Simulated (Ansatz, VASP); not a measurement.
GaCoCl4 in VASP and in Ansatz

```
Ga Co Cl
1.0
     0.00000    4.22153    4.22153
     4.22153    0.00000    4.22153
     4.22153    4.22153    0.00000
Ga Co Cl
1 1 4
Direct
  0.00000 0.00000 0.00000
  0.75000 0.75000 0.75000
  0.87347 0.37551 0.37551
  0.37551 0.37551 0.37551
  0.37551 0.87347 0.37551
  0.37551 0.37551 0.87347
```

Change from the starting cell: species swapped into the Be4AlNi type (F-43m, No. 216).

Alike in both runs: functional PBE; k mesh 8 × 8 × 8; occupations gaussian, width 0.1 eV; collinear spin.

Ansatz relaxed the structure, and its values are those at the end. VASP's run is a single point on that final structure, the one shown.

```csv
,VASP,Ansatz
version,VASP 6.6.1,Ansatz 0.2.0
potentials or method,"VASP PAW PBE potentials, release 64 (Ga_d, Co, Cl), cutoff 520 eV","scalar-relativistic, plane waves, PAW"
valence electrons in the cell,50,58
```

```tsv
	VASP	Ansatz	Ansatz less VASP
gap on the k mesh at the Fermi level (eV)	none	none	-
pressure (GPa)	-0.7	0.0	+0.66
rms of the force components (eV/Å)	0.004	0.001	-0.0027
net moment per atom (μB)	0.39	0.67	+0.281
size of the moment on the site where the two differ most (μB)	0.03	0.46	+0.429
```

The net moments are unlike, so the other rows may belong to different states. Site moments also hang on the region over which each program counts them. A gap of «none» marks a metal or a gap that the smearing closes. VASP's potentials hold 50 valence electrons a cell and Ansatz's 58, so a difference there can come from the potentials and not from the codes.
